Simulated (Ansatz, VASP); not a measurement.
**WSe2 in VASP and in Ansatz**

File INCAR:

```
SYSTEM = WSe2
PREC = Accurate
ENCUT = 400
EDIFF = 1E-6
ISMEAR = 0
SIGMA = 0.02
LREAL = .FALSE.
LASPH = .TRUE.
NELM = 200
ALGO = Normal
ISIF = 2
LWAVE = .FALSE.
LCHARG = .FALSE.
MAGMOM = 0 0 0 0 0 0 0 0 0
LORBIT = 11
LSORBIT = .TRUE.
GGA_COMPAT = .FALSE.
LORBMOM = .TRUE.
LMAXMIX = 4
LDIPOL = .TRUE.
IDIPOL = 3
DIPOL = 0.5 0.5 0.500
GGA = PE
IVDW = 12
NBANDS = 39
NELMDL = -8
```

KPOINTS

```
regular mesh
0
G
  9 9 1
  0 0 0
```

File POSCAR:

```
WSe2
1.0
    3.2854988181      0.0000000000      0.0000000000
   -1.6427494091      2.8453254406      0.0000000000
    0.0000000000      0.0000000000     32.7375750684
Se W
2 1
Direct
    0.3333333333      0.6666666667      0.4485387266
    0.3333333333      0.6666666667      0.5514612734
    0.6666666667      0.3333333333      0.5000000000
```

Input for Ansatz:

```yaml
crystal:
  lattice:
    - [3.2854988181, 0.0, 0.0]
    - [-1.6427494091, 2.8453254406, 0.0]
    - [0.0, 0.0, 32.7375750684]
  atoms:
    - { symbol: Se, position: [0.3333333333, 0.6666666667, 0.4485387266] }
    - { symbol: W, position: [0.6666666667, 0.3333333333, 0.5] }
    - { symbol: Se, position: [0.3333333333, 0.6666666667, 0.5514612734] }
  periodic: [true, true, false]
basis:
  ecutwfc: 420
kpoints:
  mp_grid: { grid: [9, 9, 1] }
hamiltonian:
  xc: pbe
  dispersion: d3bj
scf:
  occupations: { method: gaussian, width: 0.02 }
output:
  forces: false
  stress: false
  eigenvalues: true
  eigenstates:
    kpoints:
      - [0.333333, 0.333333, 0.0]
      - [0.343791068, 0.328103966, 0.0]
      - [0.322874932, 0.338562034, 0.0]
      - [0.333333, 0.342389952, 0.0]
      - [0.333333, 0.324276048, 0.0]
      - [0.34072797, 0.336039747, 0.0]
      - [0.32593803, 0.330626253, 0.0]
      - [0.179687, 0.179688, 0.0]
      - [0.190145068, 0.174458966, 0.0]
      - [0.169228932, 0.184917034, 0.0]
      - [0.179687, 0.188744952, 0.0]
      - [0.179687, 0.170631048, 0.0]
      - [0.18708197, 0.182394747, 0.0]
      - [0.17229203, 0.176981253, 0.0]
    e_range: [-2.79086, 2.79086]
magnetization:
  noncollinear: true
  spin_orbit: true
checkpoint:
  read: start.run
  write: ck
  compress: false
  write_wavefunctions: false
  write_every: 100000
```

Alike in both runs: task single point; functional PBE; dispersion D3(BJ); k mesh 9 × 9 × 1; occupations gaussian, width 0.02 eV; non-collinear spin, spin-orbit coupling.

|  | VASP | Ansatz |
| --- | --- | --- |
| version | VASP 6.6.1 | Ansatz 0.2.0 |
| potentials or method | VASP PAW PBE potentials, release 64 (Se, W_sv), cutoff 400 eV | plane waves, PAW |
| valence electrons in the cell | 26 | 46 |

```tsv
	VASP	Ansatz	Ansatz less VASP
net moment per atom (μB)	0.00	0.00	0.000
```

VASP's potentials hold 26 valence electrons a cell and Ansatz's 46, so a difference there can come from the potentials and not from the codes.
